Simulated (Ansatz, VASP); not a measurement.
**One calculation of Cu, two programs**

Contents of INCAR:

```
PREC = Accurate
ENCUT = 520
EDIFF = 1E-6
ISMEAR = 0
SIGMA = 0.15
LREAL = F
LASPH = T
NELM = 100
ALGO = Normal
ISIF = 2
LWAVE = F
LCHARG = T
GGA = PE
LELF = T
LVHAR = T
NBANDS = 12
```

Contents of KPOINTS:

```
Automatic mesh
0
Gamma
  22 22 22
```

File POSCAR:

```
Cu
1.0
   -1.5469500000      1.5469500000      1.4511000000
    1.5469500000     -1.5469500000      1.4511000000
    1.5469500000      1.5469500000     -1.4511000000
Cu
1
Direct
    0.0000000000      0.0000000000      0.0000000000
```

Input for Ansatz:

```yaml
crystal:
  lattice:
    - [-1.54695, 1.54695, 1.4511]
    - [1.54695, -1.54695, 1.4511]
    - [1.54695, 1.54695, -1.4511]
  atoms:
    - { symbol: Cu, position: [0.0, 0.0, 0.0] }
basis:
  ecutwfc: 520.0
kpoints:
  mp_grid: { grid: [22, 22, 22] }
hamiltonian:
  xc: pbe
  pseudopotentials: { kind: paw, azcp: { folder: soft_1 } }
scf:
  occupations: { method: gaussian, width: 0.15 }
output:
  forces: true
  stress: true
  eigenvalues: true
```

Alike in both runs: task single point; functional PBE; k mesh 22 × 22 × 22; occupations gaussian, width 0.15 eV; no spin polarisation.

|  | VASP | Ansatz |
| --- | --- | --- |
| version | VASP 6.6.1 | Ansatz 0.2.0 |
| potentials or method | VASP PAW PBE potentials, release 64 (Cu), cutoff 520 eV | scalar-relativistic, plane waves, PAW |
| valence electrons in the cell | 11 | 19 |

```csv
,VASP,Ansatz,Ansatz less VASP
gap on the k mesh at the Fermi level (eV),none,none,-
pressure (GPa),-13.2,-13.9,-0.77
"traceless stress, the component that is largest in VASP (GPa)",-0.33,-0.34,-0.002
```

A gap of «none» marks a metal or a gap that the smearing closes. VASP's potentials hold 11 valence electrons a cell and Ansatz's 19, so a difference there can come from the potentials and not from the codes.
